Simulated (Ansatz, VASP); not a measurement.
**Co in VASP and in Ansatz**

File POSCAR:

```
Co
1.0
    3.9592636956      0.0000000000      0.0000000000
   -1.9796318478      3.4288229407      0.0000000000
    0.0000000000      0.0000000000      2.4276056555
Co
3
Direct
    0.0000000000      0.0000000000      0.0000000000
    0.3333333333      0.6666666667      0.5000000000
    0.6666666667      0.3333333333      0.5000000000
```

File INCAR.step1:

```
SYSTEM = Co
PREC = Accurate
ENCUT = 520
ISMEAR = -1
SIGMA = 0.1
LREAL = .False.
LASPH = .True.
NELM = 60
NBANDS = 20
GGA = PE
ALGO = Normal
EDIFF = 1E-4
LWAVE = .True.
LCHARG = .False.
```

File INCAR.step2:

```
SYSTEM = Co
PREC = Accurate
ENCUT = 520
EDIFF = 1E-6
ISMEAR = -1
SIGMA = 0.1
LREAL = .False.
LASPH = .True.
NELM = 60
ALGO = Normal
ISIF = 2
LWAVE = .False.
LCHARG = .False.
METAGGA = R2SCAN
LMIXTAU = .True.
NBANDS = 20
ISTART = 1
```

Contents of KPOINTS:

```
regular mesh
0
Gamma
  11 11 15
  0 0 0
```

Input for Ansatz:

```yaml
crystal:
  lattice:
    - [3.9592636956, 0.0, 0.0]
    - [-1.9796318478, 3.4288229407, 0.0]
    - [0.0, 0.0, 2.4276056555]
  atoms:
    - { symbol: Co, position: [0.0, 0.0, 0.0] }
    - { symbol: Co, position: [0.3333333333, 0.6666666667, 0.5] }
    - { symbol: Co, position: [0.6666666667, 0.3333333333, 0.5] }
hamiltonian:
  xc: r2scan
  pseudopotentials:
    kind: paw
    azcp:
      Co: "pseudopotentials/Co.paw.azcp"
basis:
  ecutwfc: 500
  fft_grid_basis: typed
kpoints:
  mp_grid: { grid: [11, 11, 15], shift: [0, 0, 0] }
magnetization:
  spin_polarized: false
scf:
  occupations: { method: fermi_dirac, width: 0.1 }
  lower_state_search: "off"
output:
  stress: true
  write_density: true
  write_potential: true
  elf: true
  volumetric_format: npy
```

Alike in both runs: task single point; functional r2SCAN; k mesh 11 × 11 × 15; occupations fermi-dirac, width 0.1 eV; no spin polarisation.

```csv
,VASP,Ansatz
version,VASP 6.6.1,Ansatz 0.2.0
potentials or method,"VASP PAW PBE potentials, release 64 (Co), cutoff 520 eV","plane waves (500 eV) with PAW, scalar-relativistic"
valence electrons in the cell,27,51
```

```tsv
	VASP	Ansatz	Ansatz less VASP
pressure (GPa)	-16.8	-17.3	-0.44
traceless stress, the component that is largest in VASP (GPa)	0.88	1.02	+0.147
```

VASP's potentials were made for PBE, not for r2SCAN. VASP's potentials hold 27 valence electrons a cell and Ansatz's 51, so a difference there can come from the potentials and not from the codes.
